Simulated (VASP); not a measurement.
Set up this calculation in VASP 6.6.1, as the native input.

- Task: relaxation of cell and atoms
- Functional: PBEsol
- Potentials or basis: VASP PAW PBE potentials, release 64 (Li_sv)
- Cutoff: 600 eV
- k mesh: 16 × 16 × 16
- Occupations: gaussian, width 0.1 eV
- Spin: no spin polarisation
- Dipole correction: no
- Further INCAR settings: ALGO = Normal; EDIFF = 1e-06; IBRION = 2; EDIFFG = -0.01; NSW = 80; ISIF = 3

The structure of Li lies in POSCAR:

```
Li
1.0
   -1.9605776993      1.9605776993      1.8214099822
    1.9605776993     -1.9605776993      1.8214099822
    1.9605776993      1.9605776993     -1.8214099822
Li
1
Direct
    0.0000000000      0.0000000000      0.0000000000
```

The input as run:

INCAR

```
SYSTEM = Li
  PREC = Accurate
  ENCUT = 600
  EDIFF = 1E-6
  ISMEAR = 0
  SIGMA = 0.1
  LREAL = .False.
  LASPH = .True.
  NELM = 100
  ALGO = Normal
  ISIF = 3
  LWAVE = .False.
  LCHARG = .False.
  GGA = PS
  IBRION = 2
  NSW = 80
  EDIFFG = -0.01
```

KPOINTS

```
Automatic mesh
0
Gamma
  16 16 16
  0 0 0
```

Potentials or basis: VASP PAW PBE potentials, release 64 (Li_sv).

Run with:

```console
$ cat potpaw_PBE.64/Li_sv/POTCAR > POTCAR
$ mpirun -np 1 vasp_std > vasp.out
```

It gave:

The relaxed volume is 20.08 Å³/atom, the relaxed cell is a = 2.968 Å, b = 2.968 Å, c = 2.968 Å, α = 107.99°, β = 107.99°, γ = 112.47° and the space group after relaxing (to 0.1 Å) is I4/mmm (No. 139). The energy gained by relaxing is 86.2 meV/atom and the ionic steps are 7. The pressure after relaxing is 0.0 GPa. The band gap on the k mesh is zero (an odd number of electrons rules out a gap without spin polarisation).

Caveat: the cutoff is under 1.25 times the usual one of these potentials, so pressure, stress and relaxed cells hold a basis-set (Pulay) error; the volume moved by over 15 % at a fixed basis, so the end points are rough; the PAW data sets were made with another functional, which shifts forces and pressure a little.

Run time: 3.5 min on 1 thread of AMD EPYC 7R43 64-Core Processor (Zen 3), with other jobs on the host, peak memory 0.15 GiB.
